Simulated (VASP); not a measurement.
# WS2 (R3m) in VASP: single point with PBE+U

Aim: the single point of WS2 with PBE+U.

Everything below comes from runs of VASP 6.6.1. Logs are shortened: lines on timing, memory, paths and dates and some standing lists are left out, and cuts for length are marked.

## 1. The cell of the first run

The structure is trigonal, space group R3m (No. 160). Conventional cell: a = 3.158 Å, b = 3.158 Å, c = 18.490 Å, α = 90.00°, β = 90.00°, γ = 120.00°. Within 3.2 Å of W (site symmetry 3m) lie 6 S at 2.39 to 2.42 Å and 6 W at 3.16 Å. S (site symmetry 3m) has 3 W at 2.39 Å and 7 S at 3.13 to 3.16 Å within 3.2 Å. Within 3.2 Å of S (site symmetry 3m) lie 3 W at 2.42 Å and 7 S at 3.13 to 3.16 Å.

## 2. Single point, PBE+U, collinear spin, zero start

Input file INCAR:

```
PREC = Accurate
ENCUT = 520
EDIFF = 1E-7
ISMEAR = 0
SIGMA = 0.05
LREAL = False
LASPH = True
NELM = 150
ALGO = Normal
ISIF = 2
LWAVE = False
LCHARG = False
ISPIN = 2
MAGMOM = 0 0 0 0 0 0
LORBIT = 11
LMAXMIX = 4
LDAU = True
LDAUTYPE = 1
LDAUL = 2 -1
LDAUU = 7 0
LDAUJ = 0.7 0
LDAUPRINT = 1
GGA = PE
NBANDS = 39
```

Input file KPOINTS:

```
regular mesh
0
Gamma
  7 7 4
```

Input file POSCAR:

```
WS2
1.0
    1.5790001700      0.9116361700      6.1633291500
   -1.5790001700      0.9116361700      6.1633291500
    0.0000000000     -3.6465446800     12.3266583000
W S
2 4
Direct
    0.0000000000      0.0000000000      0.0000000000
    0.0000000000      0.0000000000      0.5000000000
    0.7503000000      0.7503000000      0.3751500000
    0.5810000000      0.5810000000      0.2905000000
    0.7503000000      0.7503000000      0.8751500000
    0.5810000000      0.5810000000      0.7905000000
```

Potentials or basis: VASP PAW PBE potentials, release 64 (W_sv, S).

Run with:

```bash
> cat potpaw_PBE.64/W_sv/POTCAR potpaw_PBE.64/S/POTCAR > POTCAR
> mpirun -np 1 vasp_std > vasp.out
```

OUTCAR:

```text
PREC = Accurate
   ENCUT = 520
   EDIFF = 1E-7
   ISMEAR = 0
   LREAL = False
   LASPH = True
   NELM = 150
   ISIF = 2
   ISPIN = 2
   LORBIT = 11
   GGA = PE

 ion  position               nearest neighbor table
   1  0.000  0.000  0.000-   3 2.39   5 2.39   5 2.39   4 2.42   6 2.42   6 2.42   2 3.16   2 3.16
                             2 3.16   2 3.16
   2  0.000  0.000  0.500-   5 2.39   3 2.39   3 2.39   6 2.42   4 2.42   4 2.42   1 3.16   1 3.16
                             1 3.16   1 3.16
   3  0.750  0.750  0.375-   1 2.39   2 2.39   2 2.39
   4  0.581  0.581  0.291-   1 2.42   2 2.42   2 2.42
   5  0.750  0.750  0.875-   2 2.39   1 2.39   1 2.39
   6  0.581  0.581  0.791-   2 2.42   1 2.42   1 2.42

  LATTYP: Found a base centered monoclinic cell.
 ALAT       =    12.4607715199
 B/A-ratio  =     0.2534353780
 C/A-ratio  =     0.4389629495
 COS(beta)  =    -0.1463209832

  Lattice vectors:

 A1 = (   1.5790001700,   0.9116361700,   6.1633291500)
 A2 = (  -1.5790001700,   0.9116361700,   6.1633291500)
 A3 = (   0.0000000000,  -5.4698170200,   0.0000000000)

Analysis of symmetry for initial positions (statically):
=====================================================================
 Subroutine PRICEL returns following result:

  LATTYP: Found a trigonal (rhomboedric) cell.
 ALAT       =     6.4273593532
 COS(alpha) =     0.8792939097
[... 12 lines left out ...]
 Subroutine GETGRP returns: Found  2 space group operations
 (whereof  2 operations were pure point group operations)
 out of a pool of  4 trial point group operations.

The static configuration has the point symmetry C_1h.

Analysis of symmetry for dynamics (positions and initial velocities):
=====================================================================
 Subroutine PRICEL returns following result:

  LATTYP: Found a trigonal (rhomboedric) cell.
 ALAT       =     6.4273593532
 COS(alpha) =     0.8792939097
[... 12 lines left out ...]
 Subroutine GETGRP returns: Found  2 space group operations
 (whereof  2 operations were pure point group operations)
 out of a pool of  4 trial point group operations.

The dynamic configuration has the point symmetry C_1h.

Analysis of structural, dynamic, and magnetic symmetry:
=====================================================================
 Subroutine PRICEL returns following result:

  LATTYP: Found a trigonal (rhomboedric) cell.
 ALAT       =     6.4273593532
 COS(alpha) =     0.8792939097
[... 12 lines left out ...]
 Subroutine GETGRP returns: Found  2 space group operations
 (whereof  2 operations were pure point group operations)
 out of a pool of  4 trial point group operations.

The overall configuration has the point symmetry C_1h.

 Subroutine INISYM returns: Found  2 space group operations
 (whereof  2 operations are pure point group operations),
 and found     2 'primitive' translations

----------------------------------------------------------------------------------------

                                     Primitive cell

  volume of cell :      53.2317

  direct lattice vectors                    reciprocal lattice vectors
     1.579000170  0.911636170  6.163329150     0.316656077  0.182821472  0.054083325
    -1.579000170  0.911636170  6.163329150    -0.316656077  0.182821472  0.054083325
     0.000000000 -1.823272340  6.163329150     0.000000000 -0.365642944  0.054083325

  length of vectors
     6.427359353  6.427359353  6.427359352     0.369621114  0.369621114  0.369621115

  position of ions in fractional coordinates (direct lattice)
     0.000000000  0.000000000  0.000000000
     0.750300000  0.750300000  0.750300000
     0.581000000  0.581000000  0.581000000

  ion indices of the primitive-cell ions
   primitive index   ion index
                 1           1
                 2           5
                 3           6

[... 96 lines left out ...]
 LDA+U is selected, type is set to LDAUTYPE =  1
   angular momentum for each species LDAUL =     2   -1
   U (eV)           for each species LDAUU =   7.0  0.0
   J (eV)           for each species LDAUJ =   0.7  0.0
   GGA     = PE    functional components
   LHFCALC =     F    Hartree Fock is set to
   AEXX    =    0.0000 exact exchange contribution
   IVDW    =     0    specifies the selected vdW correction
   LEPSILON=     F    determine dielectric tensor
   LRPA    =     F    only Hartree local field effects (RPA)
 spin polarized calculation
 Gauss-broadening in eV      SIGMA  =   0.05
  energy-cutoff  :      520.00
  volume of cell :      106.46
 maximum number of plane-waves:      2890
   NGX = 23   NGY = 23   NGZ = 47

 number of electron      52.0000002 magnetization       0.0000000

atom =   1  type =  1  l = 2

 onsite density matrix

spin component  1

  0.3260  0.0000  0.0000  0.0027 -0.0000
  0.0000  0.3097 -0.0000  0.0000  0.0027
  0.0000 -0.0000  0.3588 -0.0000 -0.0002
  0.0027  0.0000 -0.0000  0.3096  0.0000
 -0.0000  0.0027 -0.0002  0.0000  0.3259

spin component  2

  0.3260  0.0000  0.0000  0.0027 -0.0000
  0.0000  0.3097 -0.0000  0.0000  0.0027
  0.0000 -0.0000  0.3588 -0.0000 -0.0002
  0.0027  0.0000 -0.0000  0.3096  0.0000
 -0.0000  0.0027 -0.0002  0.0000  0.3259

 occupancies and eigenvectors

  o =  0.3091  v =  0.1581 -0.0000  0.0000 -0.9874  0.0000  0.0000  0.0000  0.0000  0.0000  0.0000      0.0000  0.0000  0.0000  0.0000  0.0000  0.0000  0.0000  0.0000  0.0000  0.0000
  o =  0.3091  v =  0.0000  0.0000  0.0000  0.0000  0.0000 -0.1581  0.0000  0.0000  0.9874 -0.0000      0.0000  0.0000  0.0000  0.0000  0.0000  0.0000  0.0000  0.0000  0.0000  0.0000
  o =  0.3092  v = -0.0000 -0.9874  0.0002  0.0000  0.1582  0.0000  0.0000  0.0000  0.0000  0.0000      0.0000  0.0000  0.0000  0.0000  0.0000  0.0000  0.0000  0.0000  0.0000  0.0000
  o =  0.3092  v =  0.0000  0.0000  0.0000  0.0000  0.0000  0.0000 -0.9874  0.0002  0.0000  0.1582      0.0000  0.0000  0.0000  0.0000  0.0000  0.0000  0.0000  0.0000  0.0000  0.0000
  o =  0.3264  v = -0.0000 -0.1582 -0.0071 -0.0000 -0.9874  0.0000  0.0000  0.0000  0.0000  0.0000      0.0000  0.0000  0.0000  0.0000  0.0000  0.0000  0.0000  0.0000  0.0000  0.0000
  o =  0.3264  v =  0.0000  0.0000  0.0000  0.0000  0.0000  0.0000  0.1582  0.0071  0.0000  0.9874      0.0000  0.0000  0.0000  0.0000  0.0000  0.0000  0.0000  0.0000  0.0000  0.0000
  o =  0.3264  v =  0.9874 -0.0000 -0.0000  0.1581 -0.0000  0.0000  0.0000  0.0000  0.0000  0.0000      0.0000  0.0000  0.0000  0.0000  0.0000  0.0000  0.0000  0.0000  0.0000  0.0000
  o =  0.3264  v =  0.0000  0.0000  0.0000  0.0000  0.0000 -0.9874  0.0000 -0.0000 -0.1581  0.0000      0.0000  0.0000  0.0000  0.0000  0.0000  0.0000  0.0000  0.0000  0.0000  0.0000
  o =  0.3588  v =  0.0000 -0.0010  1.0000  0.0000 -0.0070  0.0000  0.0000  0.0000  0.0000  0.0000      0.0000  0.0000  0.0000  0.0000  0.0000  0.0000  0.0000  0.0000  0.0000  0.0000
  o =  0.3588  v =  0.0000  0.0000  0.0000  0.0000  0.0000  0.0000 -0.0010  1.0000 -0.0000 -0.0070      0.0000  0.0000  0.0000  0.0000  0.0000  0.0000  0.0000  0.0000  0.0000  0.0000

atom =   2  type =  1  l = 2

 onsite density matrix

spin component  1

  0.3260  0.0000  0.0000  0.0027 -0.0000
  0.0000  0.3097 -0.0000  0.0000  0.0027
  0.0000 -0.0000  0.3588 -0.0000 -0.0002
  0.0027  0.0000 -0.0000  0.3096  0.0000
 -0.0000  0.0027 -0.0002  0.0000  0.3259

spin component  2

  0.3260  0.0000  0.0000  0.0027 -0.0000
  0.0000  0.3097 -0.0000  0.0000  0.0027
  0.0000 -0.0000  0.3588 -0.0000 -0.0002
  0.0027  0.0000 -0.0000  0.3096  0.0000
 -0.0000  0.0027 -0.0002  0.0000  0.3259

 occupancies and eigenvectors

  o =  0.3091  v = -0.1581  0.0000  0.0000  0.9874 -0.0000  0.0000  0.0000  0.0000  0.0000  0.0000      0.0000  0.0000  0.0000  0.0000  0.0000  0.0000  0.0000  0.0000  0.0000  0.0000
  o =  0.3091  v =  0.0000  0.0000  0.0000  0.0000  0.0000 -0.1581  0.0000  0.0000  0.9874 -0.0000      0.0000  0.0000  0.0000  0.0000  0.0000  0.0000  0.0000  0.0000  0.0000  0.0000
  o =  0.3092  v =  0.0000 -0.9874  0.0002  0.0000  0.1582  0.0000  0.0000  0.0000  0.0000  0.0000      0.0000  0.0000  0.0000  0.0000  0.0000  0.0000  0.0000  0.0000  0.0000  0.0000
  o =  0.3092  v =  0.0000  0.0000  0.0000  0.0000  0.0000  0.0000 -0.9874  0.0002  0.0000  0.1582      0.0000  0.0000  0.0000  0.0000  0.0000  0.0000  0.0000  0.0000  0.0000  0.0000
  o =  0.3264  v =  0.0000  0.1582  0.0071  0.0000  0.9874  0.0000  0.0000  0.0000  0.0000  0.0000      0.0000  0.0000  0.0000  0.0000  0.0000  0.0000  0.0000  0.0000  0.0000  0.0000
  o =  0.3264  v =  0.0000  0.0000  0.0000  0.0000  0.0000  0.0000  0.1582  0.0071  0.0000  0.9874      0.0000  0.0000  0.0000  0.0000  0.0000  0.0000  0.0000  0.0000  0.0000  0.0000
  o =  0.3264  v = -0.9874  0.0000 -0.0000 -0.1581  0.0000  0.0000  0.0000  0.0000  0.0000  0.0000      0.0000  0.0000  0.0000  0.0000  0.0000  0.0000  0.0000  0.0000  0.0000  0.0000
  o =  0.3264  v =  0.0000  0.0000  0.0000  0.0000  0.0000 -0.9874  0.0000 -0.0000 -0.1581  0.0000      0.0000  0.0000  0.0000  0.0000  0.0000  0.0000  0.0000  0.0000  0.0000  0.0000
  o =  0.3588  v =  0.0000 -0.0010  1.0000 -0.0000 -0.0070  0.0000  0.0000  0.0000  0.0000  0.0000      0.0000  0.0000  0.0000  0.0000  0.0000  0.0000  0.0000  0.0000  0.0000  0.0000
  o =  0.3588  v =  0.0000  0.0000  0.0000  0.0000  0.0000  0.0000 -0.0010  1.0000 -0.0000 -0.0070      0.0000  0.0000  0.0000  0.0000  0.0000  0.0000  0.0000  0.0000  0.0000  0.0000

 number of electron      52.0000002 magnetization      -0.0000000

 Free energy of the ion-electron system (eV)
  ---------------------------------------------------
  ext. energy  EPLUGINS =         0.00000000
  ---------------------------------------------------
  free energy    TOTEN  =       -33.17815790 eV

  energy without entropy =      -33.17815790  energy(sigma->0) =      -33.17815790

 E-fermi :   7.9365     XC(G=0): -10.9532

 val. band max:        7.6070989754   @ k =  -0.4286  -0.4286   0.2500
 cond. band min:       8.8709602104   @ k =  -0.1429   0.1429   0.0000
 fundamental gap:      1.2638612350
 Fermi energy:         7.9365093977

 spin component 1

 k-point     1 :       0.0000    0.0000    0.0000
  band No.  band energies     occupation
      1     -67.9082      1.00000
      2     -67.8900      1.00000
      3     -32.2968      1.00000
      4     -32.0920      1.00000
      5     -32.0303      1.00000
      6     -32.0283      1.00000
[... 1961 lines left out ...]
     37      14.3753      0.00000
     38      15.1463      0.00000

 [... further k-points ...]

 [bands above 38 left out]

------------------------ aborting loop because EDIFF is reached ----------------------------------------

  FORCE on cell =-STRESS in cart. coord.  units (eV):
  Direction    XX          YY          ZZ          XY          YZ          ZX
  --------------------------------------------------------------------------------------
  -------------------------------------------------------------------------------------
  Total        6.5280002      6.5314466      7.2566929      0.0000000     -0.0015612      0.0000000
  in kB       98.2404647     98.2923294    109.2066277      0.0000000     -0.0234953      0.0000000
  external PRESSURE =     101.9131406 kB  Pullay stress =       0.0000000 kB

 VOLUME and BASIS-vectors are now :
 -----------------------------------------------------------------------------
  energy-cutoff  :      520.00
  volume of cell :      106.46
      direct lattice vectors                 reciprocal lattice vectors
     1.579000170  0.911636170  6.163329150     0.316656077  0.182821472  0.054083325
    -1.579000170  0.911636170  6.163329150    -0.316656077  0.182821472  0.054083325
     0.000000000 -3.646544680 12.326658300     0.000000000 -0.182821472  0.027041662

 POSITION                                       TOTAL-FORCE (eV/Angst)
 -----------------------------------------------------------------------------------
      0.00000      0.00000      0.00000         0.000000     -0.000219     -0.648984
      0.00000     -1.82327      6.16333         0.000000     -0.000219     -0.648984
      0.00000      0.00000     13.87304         0.000000      0.000190      1.154905
      0.00000      0.00000     10.74268         0.000000      0.000029     -0.505921
      0.00000     -1.82327     20.03637         0.000000      0.000190      1.154905
      0.00000     -1.82327     16.90601         0.000000      0.000029     -0.505921
 -----------------------------------------------------------------------------------
    total drift:                               -0.000000      0.000007     -0.000054

  FREE ENERGIE OF THE ION-ELECTRON SYSTEM (eV)
  ---------------------------------------------------
  free  energy   TOTEN  =       -33.1781579022 eV

  energy  without entropy=      -33.1781579022  energy(sigma->0) =      -33.17815790

 total charge

# of ion       s       p       d       tot
------------------------------------------
    1        2.342   6.356   3.208  11.905
    2        2.342   6.356   3.208  11.905
    3        1.358   2.403   0.000   3.761
    4        1.360   2.386   0.000   3.746
    5        1.358   2.403   0.000   3.761
    6        1.360   2.386   0.000   3.746
--------------------------------------------------
tot         10.121  22.289   6.415  38.825

 magnetization (x)

# of ion       s       p       d       tot
------------------------------------------
    1        0.000   0.000  -0.000  -0.000
    2        0.000   0.000  -0.000  -0.000
    3       -0.000   0.000   0.000   0.000
    4       -0.000  -0.000   0.000  -0.000
    5       -0.000   0.000   0.000   0.000
    6       -0.000  -0.000   0.000  -0.000
--------------------------------------------------
tot          0.000   0.000  -0.000  -0.000
```

Run time: 42 min. Hardware: 1 thread of Oxide Virtual Turin-like, shared host; peak memory 0.81 GiB.

What came out:

```yaml
Free_energy: -33.1782 eV
Pressure: 10.2 GPa
Largest_force: 1.155 eV/Å
Band_gap_on_the_k_mesh: 1.26 eV
Net_moment: 0.00 μB per cell
Valence_electrons_inside_the_program's_atomic_spheres: W 11.90; S 3.76, 3.75 (each value once)
```

Forces in eV/Å, atoms in the order of the input:
```
W    0.000  0.000 -0.649
W    0.000  0.000 -0.649
S    0.000  0.000  1.155
S    0.000  0.000 -0.506
S    0.000  0.000  1.155
S    0.000  0.000 -0.506
```

Stress tensor (GPa, compression positive):
```
 9.82  0.00  0.00
 0.00  9.83  0.00
 0.00  0.00 10.92
```

Levels at points of the mesh, in eV from the valence-band top:
Spin up:
```tsv
k point	band 22	band 23	band 24	band 25	band 26	band 27	band 28	band 29	band 30	band 31
(0.00, 0.00, 0.00)	-2.06	-1.83	-1.71	-1.58	-1.08	2.40	2.40	2.62	2.66	2.66
(0.00, 0.00, 0.50)	-2.53	-1.91	-1.91	-1.48	-1.48	1.51	1.51	2.20	2.20	3.10
```
Spin down:
| k point | band 24 | band 25 | band 26 | band 27 | band 28 | band 29 |
| --- | --- | --- | --- | --- | --- | --- |
| (0.00, 0.00, 0.00) | -1.71 | -1.58 | -1.08 | 2.40 | 2.40 | 2.62 |
| (0.00, 0.00, 0.50) | -1.91 | -1.48 | -1.48 | 1.51 | 1.51 | 2.20 |

Eigenvalues of the final occupation matrices:
| site | spin | trace | eigenvalues |
| --- | --- | --- | --- |
| site 1 d | 1 | 1.63 | 0.31 0.31 0.33 0.33 0.36 |
| site 1 d | 2 | 1.63 | 0.31 0.31 0.33 0.33 0.36 |
| site 2 d | 1 | 1.63 | 0.31 0.31 0.33 0.33 0.36 |
| site 2 d | 2 | 1.63 | 0.31 0.31 0.33 0.33 0.36 |

Caveat: the cell stands under pressure; spin-orbit coupling is left out, which moves the levels of the heavy elements; an odd mesh through Γ misses points on the zone boundary, where band edges can lie; forces of over 1 eV/Å act on the atoms, so gaps and moduli don't describe the material at rest.
